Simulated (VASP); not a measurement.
# Hg (Fm-3m) in VASP: notebook

Hg is run at these levels: PBE; tasks: single point.

Everything below comes from runs of VASP 6.6.1. Logs are shortened: lines on timing, memory, paths and dates and some standing lists are left out, and cuts for length are marked.

## Step 1: The cell of the first run

It takes space group Fm-3m (No. 225, cubic). Conventional cell: a = 4.784 Å, b = 4.784 Å, c = 4.784 Å, α = 90.00°, β = 90.00°, γ = 90.00°. Within 4.4 Å of Hg (site symmetry m-3m) lie 12 Hg at 3.38 Å.

## Step 2: Single point, PBE

File INCAR:

```
SYSTEM = Hg
PREC = Accurate ; ENCUT = 500
EDIFF = 1E-6 ; ISMEAR = -4
SIGMA = 0.1 ; LREAL = .FALSE.
LASPH = .TRUE. ; NELM = 120
ALGO = Normal ; ISIF = 2
LWAVE = .FALSE. ; LCHARG = .FALSE.
GGA = PE ; NBANDS = 12
GGA_COMPAT = .FALSE.
```

File KPOINTS:

```
Automatic mesh
0
G
  8 8 8
  0 0 0
```

File POSCAR:

```
Hg
1.0
    0.0000000000      2.3919113801      2.3919113801
    2.3919113801      0.0000000000      2.3919113801
    2.3919113801      2.3919113801      0.0000000000
Hg
1
Direct
    0.0000000000      0.0000000000      0.0000000000
```

Potentials or basis: VASP PAW PBE potentials, release 64 (Hg).

Started as:

```
cat potpaw_PBE.64/Hg/POTCAR > POTCAR
mpirun -np 1 vasp_std > vasp.out
```

OUTCAR:

```text
SYSTEM = Hg
   PREC = Accurate
   ENCUT = 500
   EDIFF = 1E-6
   ISMEAR = -4
   LREAL = .FALSE.
   LASPH = .TRUE.
   NELM = 120
   ISIF = 2
   GGA = PE

 ion  position               nearest neighbor table
   1  0.000  0.000  0.000-

  LATTYP: Found a face centered cubic cell.
 ALAT       =     4.7838227602

  Lattice vectors:

 A1 = (   0.0000000000,   2.3919113801,   2.3919113801)
 A2 = (   2.3919113801,   0.0000000000,   2.3919113801)
 A3 = (   2.3919113801,   2.3919113801,   0.0000000000)

Analysis of symmetry for initial positions (statically):
=====================================================================
 Subroutine PRICEL returns:
 Original cell was already a primitive cell.

 Routine SETGRP: Setting up the symmetry group for a
 face centered cubic supercell.

 Subroutine GETGRP returns: Found 48 space group operations
 (whereof 48 operations were pure point group operations)
 out of a pool of 48 trial point group operations.

The static configuration has the point symmetry O_h .

Analysis of symmetry for dynamics (positions and initial velocities):
=====================================================================
 Subroutine PRICEL returns:
 Original cell was already a primitive cell.

 Routine SETGRP: Setting up the symmetry group for a
 face centered cubic supercell.

 Subroutine GETGRP returns: Found 48 space group operations
 (whereof 48 operations were pure point group operations)
 out of a pool of 48 trial point group operations.

The dynamic configuration has the point symmetry O_h .

 Subroutine INISYM returns: Found 48 space group operations
 (whereof 48 operations are pure point group operations),
 and found     1 'primitive' translations

----------------------------------------------------------------------------------------

                                     Primitive cell

  volume of cell :      27.3694

  direct lattice vectors                    reciprocal lattice vectors
     0.000000000  2.391911380  2.391911380    -0.209037845  0.209037845  0.209037845
     2.391911380  0.000000000  2.391911380     0.209037845 -0.209037845  0.209037845
     2.391911380  2.391911380  0.000000000     0.209037845  0.209037845 -0.209037845

  length of vectors
     3.382673514  3.382673514  3.382673514     0.362064168  0.362064168  0.362064168

  position of ions in fractional coordinates (direct lattice)
     0.000000000  0.000000000  0.000000000

  ion indices of the primitive-cell ions
   primitive index   ion index
                 1           1

----------------------------------------------------------------------------------------

 KPOINTS: Automatic mesh

Automatic generation of k-mesh.
 Grid dimensions read from file:
 generate k-points for:    8    8    8

 Generating k-lattice:

  Cartesian coordinates                     Fractional coordinates (reciprocal lattice)
    -0.026129731  0.026129731  0.026129731     0.125000000  0.000000000  0.000000000
     0.026129731 -0.026129731  0.026129731     0.000000000  0.125000000  0.000000000
     0.026129731  0.026129731 -0.026129731     0.000000000  0.000000000  0.125000000

  Length of vectors
     0.045258021  0.045258021  0.045258021

  Shift w.r.t. Gamma in fractional coordinates (k-lattice)
     0.000000000  0.000000000  0.000000000

 TETIRR: Found     76 inequivalent tetrahedra from     3072

 Subroutine IBZKPT returns following result:
 ===========================================

 Found     29 irreducible k-points:

 Following reciprocal coordinates:
            Coordinates               Weight
  0.000000  0.000000  0.000000      1.000000
  0.125000  0.000000  0.000000      8.000000
  0.250000  0.000000  0.000000      8.000000
  0.375000  0.000000  0.000000      8.000000
  0.500000  0.000000  0.000000      4.000000
  0.125000  0.125000  0.000000      6.000000
[... 16 lines left out ...]
  0.500000  0.250000  0.125000     48.000000
 -0.375000  0.250000  0.125000     24.000000
 [... further k-points ...]
   k-points           NKPTS =     29   k-points in BZ     NKDIM =     29   number of bands    NBANDS=     12
   number of dos      NEDOS =    301   number of ions     NIONS =      1
   total plane-waves  NPLWV =  21952
   dimension x,y,z NGX =    28 NGY =   28 NGZ =   28
   dimension x,y,z NGXF=    56 NGYF=   56 NGZF=   56
   ions per type =               1
   NGX,Y,Z   is equivalent  to a cutoff of  13.76, 13.76, 13.76 a.u.
   NGXF,Y,Z  is equivalent  to a cutoff of  27.52, 27.52, 27.52 a.u.
 SYSTEM =  Hg
   PREC   = accura    normal or accurate (medium, high low for compatibility)
   ISTART =      0    job   : 0-new  1-cont  2-samecut
   ICHARG =      2    charge: 1-file 2-atom 10-const
   ISPIN  =      1    spin polarized calculation?
   LNONCOLLINEAR =      F non collinear calculations
   LSORBIT =      F    spin-orbit coupling
   LASPH  =      T    aspherical Exc in radial PAW
   ENCUT  =  500.0 eV  36.75 Ry    6.06 a.u.   6.17  6.17  6.17*2*pi/ulx,y,z
   NELM   =    120;   NELMIN=  2; NELMDL= -5     # of ELM steps
   EDIFF  = 0.1E-05   stopping-criterion for ELM
   LREAL  =      F    real-space projection
   EDIFFG = 0.1E-04   stopping-criterion for IOM
   NSW    =      0    number of steps for IOM
   IBRION =     -1    ionic relax: 0-MD 1-quasi-New 2-CG
   NFREE  =      0    steps in history (QN), initial steepest desc. (CG)
   ISIF   =      2    stress and relaxation
   ISYM   =      2    0-nonsym 1-usesym 2-fastsym
   POTIM  = 0.5000    time-step for ionic-motion
   TEBEG  =    0.0;   TEEND  =   0.0 temperature during run
   PSTRESS=    0.0 pullay stress
   NELECT =      12.0000    total number of electrons
   NUPDOWN=      -1.0000    fix difference up-down
   EMIN   =  10.00;   EMAX   =-10.00  energy-range for DOS
   EFERMI =   0.00;   METHOD = LEGACY
   ISMEAR =    -4;   SIGMA  =   0.10  broadening in eV -4-tet -1-fermi 0-gaus
   EFERMI_NEDOS =   21; number of points for ismear=-14 and -15
   IALGO  =     38    algorithm
   IMIX   =      4    mixing-type and parameters
     AMIX     =   0.40;   BMIX     =  1.00
     AMIX_MAG =   1.60;   BMIX_MAG =  1.00
  volume/ion in A,a.u.               =      27.37       184.70
  Fermi-wavevector in a.u.,A,eV,Ry     =   1.243694  2.350241 21.045144  1.546774
  Thomas-Fermi vector in A             =   2.377993
   LORBIT       =      0    0 simple, 1 ext, 2 COOP (PROOUT), +10 PAW based schemes
   GGA     = PE    functional components
   LHFCALC =     F    Hartree Fock is set to
   AEXX    =    0.0000 exact exchange contribution
   IVDW    =     0    specifies the selected vdW correction
   LEPSILON=     F    determine dielectric tensor
   LRPA    =     F    only Hartree local field effects (RPA)
 non-spin polarized calculation
 Fermi weights with tetrahedron method witout Bloechl corrections
  energy-cutoff  :      500.00
  volume of cell :       27.37
 maximum number of plane-waves:       725
 NGX is ok and might be reduce to    28
   NGX = 13   NGY = 13   NGZ = 13

 number of electron      11.9999999 magnetization

 Free energy of the ion-electron system (eV)
  ---------------------------------------------------
  ext. energy  EPLUGINS =         0.00000000
  ---------------------------------------------------
  free energy    TOTEN  =        -0.13974541 eV

  energy without entropy =       -0.13974541  energy(sigma->0) =       -0.13974541

 E-fermi :   1.3843     XC(G=0): -10.0364

 val. band max:        1.5790305339   @ k =   0.5000   0.5000   0.0000
 cond. band min:       0.6896363070   @ k =   0.5000   0.0000   0.0000
 fundamental gap:     -0.8893942269
 Fermi energy:         1.3843347744

 k-point     1 :       0.0000    0.0000    0.0000
  band No.  band energies     occupation
      1      -6.2358      2.00000
      2      -4.8854      2.00000
      3      -4.8854      2.00000
      4      -4.8854      2.00000
      5      -4.4182      2.00000
      6      -4.4182      2.00000
      7      14.9281      0.00000
      8      15.0988      0.00000
      9      15.0988      0.00000
     10      15.0988      0.00000
     11      19.0279      0.00000
     12      19.9408      0.00000

 k-point     2 :       0.1250    0.0000    0.0000
  band No.  band energies     occupation
      1      -5.9011      2.00000
      2      -4.8951      2.00000
      3      -4.8263      2.00000
      4      -4.8263      2.00000
      5      -4.4270      2.00000
      6      -4.4270      2.00000
      7      11.9276      0.00000
      8      14.8019      0.00000
      9      14.8019      0.00000
     10      15.0297      0.00000
     11      18.9196      0.00000
     12      20.1576      0.00000

 k-point     3 :       0.2500    0.0000    0.0000
  band No.  band energies     occupation
      1      -5.4519      2.00000
      2      -4.7845      2.00000
      3      -4.7845      2.00000
      4      -4.3358      2.00000
      5      -4.3358      2.00000
      6      -4.3279      2.00000
      7       7.6035      0.00000
      8      14.0638      0.00000
      9      14.0638      0.00000
     10      14.9268      0.00000
     11      18.0546      0.00000
     12      19.1245      0.00000

 k-point     4 :       0.3750    0.0000    0.0000
  band No.  band energies     occupation
      1      -5.5149      2.00000
      2      -4.8467      2.00000
      3      -4.8467      2.00000
      4      -4.1229      2.00000
      5      -4.1229      2.00000
      6      -2.4786      2.00000
      7       3.6562      0.00575
      8      13.2766      0.00000
      9      13.2766      0.00000
     10      14.4612      0.00000
     11      17.8036      0.00000
     12      18.3921      0.00000

 k-point     5 :       0.5000    0.0000    0.0000
  band No.  band energies     occupation
      1      -5.5691      2.00000
      2      -4.8828      2.00000
      3      -4.8828      2.00000
      4      -4.0185      2.00000
      5      -4.0185      2.00000
      6      -0.2019      2.00000
      7       0.6896      0.45897
      8      12.9384      0.00000
      9      12.9384      0.00000
     10      14.2202      0.00000
     11      17.7918      0.00000
     12      18.1739      0.00000
[... 228 lines left out ...]
      1      -5.5283      2.00000
      2      -5.5139      2.00000
      3      -4.0454      2.00000
      4      -3.9131      2.00000
      5      -3.9131      2.00000
      6       1.5790      1.87688
      7       1.9067      0.00000
      8       8.2467      0.00000
      9       8.2467      0.00000
     10      12.1032      0.00000
     11      13.6755      0.00000
     12      25.4428      0.00000

 k-point    22 :       0.3750    0.2500    0.1250
  band No.  band energies     occupation
      1      -5.1148      2.00000
      2      -4.9687      2.00000
      3      -4.8060      2.00000
      4      -4.4541      2.00000
      5      -4.3074      2.00000
      6      -3.2570      2.00000
      7       7.6950      0.00000
      8       9.1312      0.00000
      9      12.3058      0.00000
     10      15.4619      0.00000
     11      16.1499      0.00000
     12      19.7171      0.00000

 k-point    23 :       0.5000    0.2500    0.1250
  band No.  band energies     occupation
      1      -5.1812      2.00000
      2      -4.9476      2.00000
      3      -4.7149      2.00000
      4      -4.4530      2.00000
      5      -4.1300      2.00000
      6      -1.5189      2.00000
      7       4.4816      0.00000
      8       8.2765      0.00000
      9      10.6588      0.00000
     10      15.2400      0.00000
     11      18.1597      0.00000
     12      19.6496      0.00000

 k-point    24 :      -0.3750    0.2500    0.1250
  band No.  band energies     occupation
      1      -5.2099      2.00000
      2      -5.0135      2.00000
      3      -4.5688      2.00000
      4      -4.4953      2.00000
      5      -4.0490      2.00000
      6       0.2364      2.00000
      7       2.0986      0.00000
      8       8.2830      0.00000
      9       9.8869      0.00000
     10      15.0442      0.00000
     11      18.2828      0.00000
     12      22.3351      0.00000

 [... further k-points ...]

------------------------ aborting loop because EDIFF is reached ----------------------------------------

  FORCE on cell =-STRESS in cart. coord.  units (eV):
  Direction    XX          YY          ZZ          XY          YZ          ZX
  --------------------------------------------------------------------------------------
  -------------------------------------------------------------------------------------
  Total        0.4107480      0.4107480      0.4107480     -0.0000000     -0.0000000      0.0000000
  in kB       24.0447804     24.0447804     24.0447804     -0.0000000     -0.0000000      0.0000000
  external PRESSURE =      24.0447804 kB  Pullay stress =       0.0000000 kB

 VOLUME and BASIS-vectors are now :
 -----------------------------------------------------------------------------
  energy-cutoff  :      500.00
  volume of cell :       27.37
      direct lattice vectors                 reciprocal lattice vectors
     0.000000000  2.391911380  2.391911380    -0.209037845  0.209037845  0.209037845
     2.391911380  0.000000000  2.391911380     0.209037845 -0.209037845  0.209037845
     2.391911380  2.391911380  0.000000000     0.209037845  0.209037845 -0.209037845

 POSITION                                       TOTAL-FORCE (eV/Angst)
 -----------------------------------------------------------------------------------
      0.00000      0.00000      0.00000         0.000000      0.000000      0.000000
 -----------------------------------------------------------------------------------
    total drift:                               -0.000000     -0.000000     -0.000000

  FREE ENERGIE OF THE ION-ELECTRON SYSTEM (eV)
  ---------------------------------------------------
  free  energy   TOTEN  =        -0.1397454149 eV

  energy  without entropy=       -0.1397454149  energy(sigma->0) =       -0.13974541
```

Wall time 10 s (1 thread of Intel Xeon Platinum 8259CL at 2.50GHz (Skylake/Cascade Lake), shared host); peak memory 0.16 GiB.

What came out:

- Free energy: -0.1397 eV
- Pressure: 2.4 GPa
- Band gap on the k mesh: zero (band 6 reaches 1.58 eV, above the bottom of band 7 at 0.69 eV)

Caveat: spin-orbit coupling is left out, which moves the levels of the heavy elements.

## Step 3: Single point, PBE

File INCAR:

```
  ALGO = Normal
  EDIFF = 1E-6
  ENCUT = 500
  GGA = PE
  GGA_COMPAT = F
  ISIF = 2
  ISMEAR = 0
  LASPH = T
  LCHARG = F
  LREAL = F
  LWAVE = F
  NBANDS = 12
  NELM = 120
  PREC = Accurate
  SIGMA = 0.1
```

File KPOINTS:

```
k-points
0
Gamma
  8 8 8
```

POSCAR: that of step 2 with these lines changed.

```diff
@@ -8,2 +8,2 @@
 Direct
-    0.0000000000      0.0000000000      0.0000000000
+   -0.0706950930     -0.0112153973      0.0670261520
```

Potentials or basis: VASP PAW PBE potentials, release 64 (Hg).

Started as:

```
cat potpaw_PBE.64/Hg/POTCAR > POTCAR
mpirun -np 1 vasp_std > vasp.out
```

OUTCAR:

```text
EDIFF = 1E-6
   ENCUT = 500
   GGA = PE
   ISIF = 2
   ISMEAR = 0
   LASPH = T
   LREAL = F
   NELM = 120
   PREC = Accurate

 ion  position               nearest neighbor table
   1  0.929  0.989  0.067-

  LATTYP: Found a face centered cubic cell.
 ALAT       =     4.7838227602

  Lattice vectors:

 A1 = (   0.0000000000,   2.3919113801,   2.3919113801)
 A2 = (   2.3919113801,   0.0000000000,   2.3919113801)
 A3 = (   2.3919113801,   2.3919113801,   0.0000000000)

Analysis of symmetry for initial positions (statically):
[... 540 lines left out ...]

 [... further k-points ...]

------------------------ aborting loop because EDIFF is reached ----------------------------------------

  FORCE on cell =-STRESS in cart. coord.  units (eV):
  Direction    XX          YY          ZZ          XY          YZ          ZX
  --------------------------------------------------------------------------------------
  -------------------------------------------------------------------------------------
  Total        0.3278079      0.3278079      0.3278079      0.0000000      0.0000000      0.0000000
  in kB       19.1895501     19.1895501     19.1895501      0.0000000      0.0000000      0.0000000
  external PRESSURE =      19.1895501 kB  Pullay stress =       0.0000000 kB

 VOLUME and BASIS-vectors are now :
 -----------------------------------------------------------------------------
  energy-cutoff  :      500.00
  volume of cell :       27.37
      direct lattice vectors                 reciprocal lattice vectors
     0.000000000  2.391911380  2.391911380    -0.209037845  0.209037845  0.209037845
     2.391911380  0.000000000  2.391911380     0.209037845 -0.209037845  0.209037845
     2.391911380  2.391911380  0.000000000     0.209037845  0.209037845 -0.209037845

 POSITION                                       TOTAL-FORCE (eV/Angst)
 -----------------------------------------------------------------------------------
      2.52541      2.38314      4.58790        -0.000000     -0.000000      0.000000
 -----------------------------------------------------------------------------------
    total drift:                               -0.000002      0.000002     -0.000005

  FREE ENERGIE OF THE ION-ELECTRON SYSTEM (eV)
  ---------------------------------------------------
  free  energy   TOTEN  =        -0.1534249895 eV

  energy  without entropy=       -0.1517134166  energy(sigma->0) =       -0.15256920
```

Run time: 10 s. Hardware: 1 thread of Intel Xeon Platinum 8259CL at 2.50GHz (Skylake/Cascade Lake), shared host; peak memory 0.16 GiB.

What came out:

- Free energy: -0.1534 eV
- Pressure: 1.9 GPa
- Band gap on the k mesh: zero (band 6 reaches 1.57 eV, above the bottom of band 7 at 0.69 eV)

Caveat: spin-orbit coupling is left out, which moves the levels of the heavy elements.
